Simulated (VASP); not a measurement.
# Ni (Fm-3m) in VASP: settings compared

Ni is run at these levels: LDA, PBEsol, PBE, r2SCAN; tasks: single point.

Program: VASP 6.6.1. These are calculated values, not measurements. Logs are shortened: lines on timing, memory, paths and dates and some standing lists are left out, and cuts for length are marked.

### Step 1. The cell of the first run

The structure is cubic, space group Fm-3m (No. 225). Conventional cell: a = 3.423 Å, b = 3.423 Å, c = 3.423 Å, α = 90.00°, β = 90.00°, γ = 90.00°. Within 3.2 Å of Ni (site symmetry m-3m) lie 12 Ni at 2.42 Å.

### Step 2. Single point, LDA, collinear spin, ferromagnetic start

INCAR reads:

```
SYSTEM = Ni
PREC = Accurate
ENCUT = 600
EDIFF = 1E-6
ISMEAR = 1
SIGMA = 0.1
LREAL = .False.
LASPH = .True.
NELM = 200
ALGO = Normal
ISIF = 2
LWAVE = .False.
LCHARG = .False.
ISPIN = 2
MAGMOM = 0.8
LORBIT = 11
LMAXMIX = 4
GGA = CA
NBANDS = 15
GGA_COMPAT = .False.
```

KPOINTS reads:

```
Automatic mesh
0
Gamma
  26 26 26
  0 0 0
```

POSCAR reads:

```
Ni
1.0
    0.0000000000      1.7113639472      1.7113639472
    1.7113639472      0.0000000000      1.7113639472
    1.7113639472      1.7113639472      0.0000000000
Ni
1
Direct
    0.0000000000      0.0000000000      0.0000000000
```

Potentials or basis: VASP PAW LDA potentials, release 64 (Ni).

Launch:

```bash
> cat potpaw_LDA.64/Ni/POTCAR > POTCAR
> mpirun -np 1 vasp_std > vasp.out
```

OUTCAR:

```text
SYSTEM = Ni
   PREC = Accurate
   ENCUT = 600
   EDIFF = 1E-6
   ISMEAR = 1
   LREAL = .False.
   LASPH = .True.
   NELM = 200
   ISIF = 2
   ISPIN = 2
   LORBIT = 11
   GGA = CA

 ion  position               nearest neighbor table
   1  0.000  0.000  0.000-

  LATTYP: Found a face centered cubic cell.
 ALAT       =     3.4227278944

  Lattice vectors:

 A1 = (   0.0000000000,   1.7113639472,   1.7113639472)
 A2 = (   1.7113639472,   0.0000000000,   1.7113639472)
 A3 = (   1.7113639472,   1.7113639472,   0.0000000000)

Analysis of symmetry for initial positions (statically):
=====================================================================
 Subroutine PRICEL returns:
 Original cell was already a primitive cell.

 Routine SETGRP: Setting up the symmetry group for a
 face centered cubic supercell.

 Subroutine GETGRP returns: Found 48 space group operations
 (whereof 48 operations were pure point group operations)
 out of a pool of 48 trial point group operations.

The static configuration has the point symmetry O_h .

Analysis of symmetry for dynamics (positions and initial velocities):
=====================================================================
 Subroutine PRICEL returns:
 Original cell was already a primitive cell.

 Routine SETGRP: Setting up the symmetry group for a
 face centered cubic supercell.

 Subroutine GETGRP returns: Found 48 space group operations
 (whereof 48 operations were pure point group operations)
 out of a pool of 48 trial point group operations.

The dynamic configuration has the point symmetry O_h .

Analysis of structural, dynamic, and magnetic symmetry:
=====================================================================
 Subroutine PRICEL returns:
 Original cell was already a primitive cell.

 Routine SETGRP: Setting up the symmetry group for a
 face centered cubic supercell.

 Subroutine GETGRP returns: Found 48 space group operations
 (whereof 48 operations were pure point group operations)
 out of a pool of 48 trial point group operations.

The overall configuration has the point symmetry O_h .

 Subroutine INISYM returns: Found 48 space group operations
 (whereof 48 operations are pure point group operations),
 and found     1 'primitive' translations

----------------------------------------------------------------------------------------

                                     Primitive cell

  volume of cell :      10.0244

  direct lattice vectors                    reciprocal lattice vectors
     0.000000000  1.711363947  1.711363947    -0.292164622  0.292164622  0.292164622
     1.711363947  0.000000000  1.711363947     0.292164622 -0.292164622  0.292164622
     1.711363947  1.711363947  0.000000000     0.292164622  0.292164622 -0.292164622

  length of vectors
     2.420234104  2.420234104  2.420234104     0.506043969  0.506043969  0.506043969

  position of ions in fractional coordinates (direct lattice)
     0.000000000  0.000000000  0.000000000

  ion indices of the primitive-cell ions
   primitive index   ion index
                 1           1

----------------------------------------------------------------------------------------

 KPOINTS: Automatic mesh

Automatic generation of k-mesh.
 Grid dimensions read from file:
 generate k-points for:   26   26   26

 Generating k-lattice:

  Cartesian coordinates                     Fractional coordinates (reciprocal lattice)
    -0.011237101  0.011237101  0.011237101     0.038461538  0.000000000  0.000000000
     0.011237101 -0.011237101  0.011237101     0.000000000  0.038461538  0.000000000
     0.011237101  0.011237101 -0.011237101     0.000000000  0.000000000  0.038461538

  Length of vectors
     0.019463230  0.019463230  0.019463230

  Shift w.r.t. Gamma in fractional coordinates (k-lattice)
     0.000000000  0.000000000  0.000000000

 Subroutine IBZKPT returns following result:
 ===========================================

 Found    511 irreducible k-points:

 Following reciprocal coordinates:
            Coordinates               Weight
  0.000000  0.000000  0.000000      1.000000
  0.038462  0.000000  0.000000      8.000000
  0.076923  0.000000  0.000000      8.000000
  0.115385  0.000000  0.000000      8.000000
  0.153846  0.000000  0.000000      8.000000
  0.192308  0.000000  0.000000      8.000000
[... 16 lines left out ...]
  0.346154  0.038462  0.000000     24.000000
  0.384615  0.038462  0.000000     24.000000
 [... further k-points ...]
   k-points           NKPTS =    511   k-points in BZ     NKDIM =    511   number of bands    NBANDS=     15
   number of dos      NEDOS =    301   number of ions     NIONS =      1
   total plane-waves  NPLWV =   8000
   dimension x,y,z NGX =    20 NGY =   20 NGZ =   20
   dimension x,y,z NGXF=    40 NGYF=   40 NGZF=   40
   ions per type =               1
   NGX,Y,Z   is equivalent  to a cutoff of  13.74, 13.74, 13.74 a.u.
   NGXF,Y,Z  is equivalent  to a cutoff of  27.48, 27.48, 27.48 a.u.
 SYSTEM =  Ni
   PREC   = accura    normal or accurate (medium, high low for compatibility)
   ISTART =      0    job   : 0-new  1-cont  2-samecut
   ICHARG =      2    charge: 1-file 2-atom 10-const
   ISPIN  =      2    spin polarized calculation?
   LNONCOLLINEAR =      F non collinear calculations
   LSORBIT =      F    spin-orbit coupling
   LASPH  =      T    aspherical Exc in radial PAW
   ENCUT  =  600.0 eV  44.10 Ry    6.64 a.u.   4.83  4.83  4.83*2*pi/ulx,y,z
   NELM   =    200;   NELMIN=  2; NELMDL= -5     # of ELM steps
   EDIFF  = 0.1E-05   stopping-criterion for ELM
   LREAL  =      F    real-space projection
   EDIFFG = 0.1E-04   stopping-criterion for IOM
   NSW    =      0    number of steps for IOM
   IBRION =     -1    ionic relax: 0-MD 1-quasi-New 2-CG
   NFREE  =      0    steps in history (QN), initial steepest desc. (CG)
   ISIF   =      2    stress and relaxation
   ISYM   =      2    0-nonsym 1-usesym 2-fastsym
   POTIM  = 0.5000    time-step for ionic-motion
   TEBEG  =    0.0;   TEEND  =   0.0 temperature during run
   PSTRESS=    0.0 pullay stress
   NELECT =      10.0000    total number of electrons
   NUPDOWN=      -1.0000    fix difference up-down
   EMIN   =  10.00;   EMAX   =-10.00  energy-range for DOS
   EFERMI =   0.00;   METHOD = LEGACY
   ISMEAR =     1;   SIGMA  =   0.10  broadening in eV -4-tet -1-fermi 0-gaus
   EFERMI_NEDOS =   21; number of points for ismear=-14 and -15
   IALGO  =     38    algorithm
   IMIX   =      4    mixing-type and parameters
     AMIX     =   0.40;   BMIX     =  1.00
     AMIX_MAG =   1.60;   BMIX_MAG =  1.00
  volume/ion in A,a.u.               =      10.02        67.65
  Fermi-wavevector in a.u.,A,eV,Ry     =   1.635771  3.091159 36.405736  2.675746
  Thomas-Fermi vector in A             =   2.727188
   LORBIT       =     11    0 simple, 1 ext, 2 COOP (PROOUT), +10 PAW based schemes
   GGA     = CA    functional components
   LHFCALC =     F    Hartree Fock is set to
   AEXX    =    0.0000 exact exchange contribution
   IVDW    =     0    specifies the selected vdW correction
   LEPSILON=     F    determine dielectric tensor
   LRPA    =     F    only Hartree local field effects (RPA)
 spin polarized calculation
 Methfessel and Paxton  Order N= 1 SIGMA  =   0.10
  energy-cutoff  :      600.00
  volume of cell :       10.02
 maximum number of plane-waves:       343
   NGX =  9   NGY =  9   NGZ =  9

 number of electron      10.0000000 magnetization       0.8000000

 number of electron       9.9999993 magnetization       0.5650855

 Free energy of the ion-electron system (eV)
  ---------------------------------------------------
  ext. energy  EPLUGINS =         0.00000000
  ---------------------------------------------------
  free energy    TOTEN  =        -6.57962421 eV

  energy without entropy =       -6.57954742  energy(sigma->0) =       -6.57959862

 E-fermi :  10.2479     XC(G=0): -14.1045

 val. band max:       10.2473157345   @ k =  -0.3077   0.1154   0.0000
 cond. band min:      10.2481850964   @ k =   0.5000   0.4231   0.0000
 fundamental gap:      0.0008693619
 Fermi energy:        10.2478581604

 spin component 1

 k-point     1 :       0.0000    0.0000    0.0000
  band No.  band energies     occupation
      1       0.6807      1.00000
      2       7.6915      1.00000
      3       7.6915      1.00000
      4       7.6915      1.00000
      5       8.9919      1.00000
      6       8.9919      1.00000
      7      34.7094      0.00000
      8      39.1230      0.00000
      9      39.1230      0.00000
     10      39.1230      0.00000
     11      42.3929      0.00000
     12      42.3929      0.00000
     13      42.3929      0.00000
     14      45.3508      0.00000
     15      52.3136      0.00000

 k-point     2 :       0.0385    0.0000    0.0000
  band No.  band energies     occupation
      1       0.7424      1.00000
      2       7.6738      1.00000
      3       7.7065      1.00000
      4       7.7065      1.00000
      5       8.9851      1.00000
      6       8.9851      1.00000
      7      34.5766      0.00000
      8      38.1678      0.00000
      9      38.9873      0.00000
     10      38.9873      0.00000
     11      42.5943      0.00000
     12      42.5943      0.00000
     13      43.0240      0.00000
     14      45.8221      0.00000
     15      51.5871      0.00000
[... 365 lines left out ...]
      3       7.8183      1.00000
      4       7.8690      1.00000
      5       9.3687      1.00000
      6       9.4699      1.00000
      7      21.5528      0.00000
      8      33.8028      0.00000
      9      35.2914      0.00000
     10      37.7016      0.00000
     11      40.0820      0.00000
     12      42.0868      0.00000
     13      45.2167      0.00000
     14      51.5020      0.00000
     15      54.1816      0.00000

 k-point    24 :       0.3846    0.0385    0.0000
  band No.  band energies     occupation
      1       4.6724      1.00000
      2       7.7551      1.00000
      3       7.8131      1.00000
      4       8.0395      1.00000
      5       9.5817      1.00000
      6       9.5979      1.00000
      7      19.8790      0.00000
      8      33.4892      0.00000
      9      35.2359      0.00000
     10      37.1238      0.00000
     11      39.8358      0.00000
     12      41.3730      0.00000
     13      45.6417      0.00000
     14      53.0020      0.00000
     15      55.2901      0.00000

 [... further k-points ...]

 spin component 2

 k-point     1 :       0.0000    0.0000    0.0000
  band No.  band energies     occupation
      1       0.7232      1.00000
      2       8.2735      1.00000
      3       8.2735      1.00000
      4       8.2735      1.00000
      5       9.5216      1.00000
      6       9.5216      1.00000
      7      34.6984      0.00000
      8      39.1655      0.00000
      9      39.1655      0.00000
     10      39.1655      0.00000
     11      42.5555      0.00000
     12      42.5555      0.00000
     13      42.5555      0.00000
     14      45.3324      0.00000
     15      52.4958      0.00000

 k-point     2 :       0.0385    0.0000    0.0000
  band No.  band energies     occupation
      1       0.7850      1.00000
      2       8.2543      1.00000
      3       8.2890      1.00000
      4       8.2890      1.00000
      5       9.5145      1.00000
      6       9.5145      1.00000
      7      34.5761      0.00000
      8      38.2251      0.00000
      9      39.0398      0.00000
     10      39.0398      0.00000
     11      42.7457      0.00000
     12      42.7457      0.00000
     13      43.1486      0.00000
     14      45.8181      0.00000
     15      51.7609      0.00000
[... 365 lines left out ...]
      3       8.3505      1.00000
      4       8.4070      1.00000
      5       9.9477      1.00009
      6      10.0616      1.01214
      7      21.7783      0.00000
      8      33.8075      0.00000
      9      35.4218      0.00000
     10      37.8304      0.00000
     11      40.1795      0.00000
     12      42.1841      0.00000
     13      45.3232      0.00000
     14      51.6675      0.00000
     15      54.3036      0.00000

 k-point    24 :       0.3846    0.0385    0.0000
  band No.  band energies     occupation
      1       4.9042      1.00000
      2       8.2612      1.00000
      3       8.3437      1.00000
      4       8.3527      1.00000
      5      10.1567      1.01339
      6      10.2001      0.85772
      7      20.1334      0.00000
      8      33.4884      0.00000
      9      35.3630      0.00000
     10      37.2488      0.00000
     11      39.9411      0.00000
     12      41.4773      0.00000
     13      45.7760      0.00000
     14      53.2098      0.00000
     15      55.8688      0.00000

 [... further k-points ...]

------------------------ aborting loop because EDIFF is reached ----------------------------------------

  FORCE on cell =-STRESS in cart. coord.  units (eV):
  Direction    XX          YY          ZZ          XY          YZ          ZX
  --------------------------------------------------------------------------------------
  -------------------------------------------------------------------------------------
  Total       -0.0191851     -0.0191851     -0.0191851      0.0000000      0.0000000      0.0000000
  in kB       -3.0663277     -3.0663277     -3.0663277      0.0000000      0.0000000      0.0000000
  external PRESSURE =      -3.0663277 kB  Pullay stress =       0.0000000 kB

 VOLUME and BASIS-vectors are now :
 -----------------------------------------------------------------------------
  energy-cutoff  :      600.00
  volume of cell :       10.02
      direct lattice vectors                 reciprocal lattice vectors
     0.000000000  1.711363947  1.711363947    -0.292164622  0.292164622  0.292164622
     1.711363947  0.000000000  1.711363947     0.292164622 -0.292164622  0.292164622
     1.711363947  1.711363947  0.000000000     0.292164622  0.292164622 -0.292164622

 POSITION                                       TOTAL-FORCE (eV/Angst)
 -----------------------------------------------------------------------------------
      0.00000      0.00000      0.00000        -0.000000      0.000000     -0.000000
 -----------------------------------------------------------------------------------
    total drift:                                0.000000     -0.000000      0.000000

  FREE ENERGIE OF THE ION-ELECTRON SYSTEM (eV)
  ---------------------------------------------------
  free  energy   TOTEN  =        -6.5796242137 eV

  energy  without entropy=       -6.5795474206  energy(sigma->0) =       -6.57959862

 total charge

# of ion       s       p       d       tot
------------------------------------------
    1        0.535   0.572   8.370   9.477

 magnetization (x)

# of ion       s       p       d       tot
------------------------------------------
    1       -0.005  -0.019   0.589   0.565
```

Run time: 5.1 min. Hardware: 1 thread of Intel Xeon 8259CL, shared host; peak memory 0.24 GiB.

Results:

* Free energy: -6.5796 eV
* Pressure: -0.3 GPa
* Net moment: 0.57 μB per cell
* Site moments: Ni +0.56 μB
* Valence electrons inside the program's atomic spheres: Ni 9.48

Levels at points of the mesh, in eV from the Fermi level:
Spin up:
```csv
k point,band 1,band 2,band 3,band 4,band 5,band 6,band 7,band 8,band 9,band 10
"(0.00, 0.00, 0.00)",-9.57,-2.56,-2.56,-2.56,-1.26,-1.26,24.46,28.88,28.88,28.88
"(0.50, 0.00, 0.00)",-5.25,-2.57,-2.57,-0.47,-0.47,-0.41,6.34,22.94,26.02,26.02
"(0.50, 0.50, 0.00)",-5.12,-4.58,-0.44,-0.30,-0.30,2.50,10.04,15.55,15.55,20.88
```
Spin down:
```
           k point  band 3  band 4  band 5  band 6  band 7  band 8
(0.00, 0.00, 0.00)   -1.97   -1.97   -0.73   -0.73   24.45   28.92
(0.50, 0.00, 0.00)   -2.05   -0.38    0.15    0.15    6.70   22.92
(0.50, 0.50, 0.00)    0.11    0.37    0.37    2.56   10.31   15.62
```

### Step 3. Single point, PBEsol, collinear spin, ferromagnetic start

This run uses another cell than the first one, of 10.37 Å³/atom.

INCAR reads:

```
SYSTEM = Ni
  ALGO = Normal
  EDIFF = 1E-6
  ENCUT = 600
  GGA = PS
  GGA_COMPAT = .False.
  ISIF = 2
  ISMEAR = 1
  ISPIN = 2
  LASPH = .True.
  LCHARG = .True.
  LELF = .True.
  LMAXMIX = 4
  LORBIT = 11
  LREAL = .False.
  LVHAR = .True.
  LWAVE = .False.
  MAGMOM = 0.8
  NBANDS = 15
  NELM = 200
  PREC = Accurate
  SIGMA = 0.1
```

KPOINTS reads:

```
k-points
0
Gamma
  26 26 26
  0 0 0
```

POSCAR reads:

```
Ni
1.0
    0.0000000000      1.7310589586      1.7310589586
    1.7310589586      0.0000000000      1.7310589586
    1.7310589586      1.7310589586      0.0000000000
Ni
1
Direct
    0.0000000000      0.0000000000      0.0000000000
```

Potentials or basis: VASP PAW PBE potentials, release 64 (Ni).

Launch:

```bash
> cat potpaw_PBE.64/Ni/POTCAR > POTCAR
> mpirun -np 1 vasp_std > vasp.out
```

It took 4.7 min on 1 thread of Intel Xeon 8259CL, shared host; peak memory 0.25 GiB.

The run converged. Its results:

| Quantity | Value |
| --- | --- |
| Free energy | -6.1347 eV |
| Pressure | -0.4 GPa |
| Net moment | 0.60 μB per cell |
| Site moments | Ni +0.60 μB |
| Valence electrons inside the program's atomic spheres | Ni 9.40 |

Levels at points of the mesh, in eV from the Fermi level:
Spin up:
```csv
k point,band 1,band 2,band 3,band 4,band 5,band 6,band 7,band 8,band 9,band 10
"(0.00, 0.00, 0.00)",-9.40,-2.54,-2.54,-2.54,-1.29,-1.29,24.09,28.31,28.31,28.31
"(0.50, 0.00, 0.00)",-5.12,-2.53,-2.53,-0.57,-0.57,-0.43,5.99,22.56,25.45,25.45
"(0.50, 0.50, 0.00)",-4.95,-4.45,-0.52,-0.42,-0.42,2.42,9.63,15.21,15.21,20.30
```
Spin down:
```
           k point  band 3  band 4  band 5  band 6  band 7  band 8
(0.00, 0.00, 0.00)   -1.85   -1.85   -0.71   -0.71   23.99   28.31
(0.50, 0.00, 0.00)   -1.94   -0.47    0.15    0.15    6.40   22.46
(0.50, 0.50, 0.00)    0.08    0.38    0.38    2.41    9.88   15.23
```

Caveat: the PAW data sets were made with another functional, which shifts forces and pressure a little.

### Step 4. Single point, PBE, collinear spin, ferromagnetic start

This run uses another cell than the first one, of 10.89 Å³/atom.

INCAR reads:

```
SYSTEM = Ni
  PREC = Accurate
  ENCUT = 600
  EDIFF = 1E-6
  ISMEAR = 1
  SIGMA = 0.1
  LREAL = .False.
  LASPH = .True.
  NELM = 200
  ALGO = Normal
  ISIF = 2
  LWAVE = .False.
  LCHARG = .False.
  ISPIN = 2
  MAGMOM = 0.8
  LORBIT = 11
  LMAXMIX = 4
  GGA = PE
  NBANDS = 15
  GGA_COMPAT = .False.
```

KPOINTS reads:

```
Automatic mesh
0
Gamma
  26 26 26
  0 0 0
```

POSCAR reads:

```
Ni
1.0
    0.0000000000      1.7593146241      1.7593146241
    1.7593146241      0.0000000000      1.7593146241
    1.7593146241      1.7593146241      0.0000000000
Ni
1
Direct
    0.0000000000      0.0000000000      0.0000000000
```

Launch:

```bash
> cat potpaw_PBE.64/Ni/POTCAR > POTCAR
> mpirun -np 1 vasp_std > vasp.out
```

Wall time 4.3 min (1 thread of Intel Xeon 8259CL, shared host); peak memory 0.26 GiB.

Results (log left out):

```yaml
Free_energy: -5.4695 eV
Pressure: -0.3 GPa
Net_moment: 0.63 μB per cell
Site_moments: Ni +0.65 μB
Valence_electrons_inside_the_program's_atomic_spheres: Ni 9.31
```

Levels at points of the mesh, in eV from the Fermi level:
Spin up:
```csv
k point,band 3,band 4,band 5,band 6,band 7,band 8
"(0.00, 0.00, 0.00)",-2.45,-2.45,-1.27,-1.27,23.71,27.56
"(0.50, 0.00, 0.00)",-2.43,-0.62,-0.62,-0.30,5.64,22.20
"(0.50, 0.50, 0.00)",-0.56,-0.49,-0.49,2.44,9.20,14.81
```
Spin down:
```csv
k point,band 3,band 4,band 5,band 6,band 7,band 8
"(0.00, 0.00, 0.00)",-1.68,-1.68,-0.68,-0.68,23.54,27.54
"(0.50, 0.00, 0.00)",-1.80,-0.36,0.15,0.15,6.07,22.05
"(0.50, 0.50, 0.00)",0.05,0.38,0.38,2.40,9.44,14.81
```

(Part 1 of 2 ends here.)
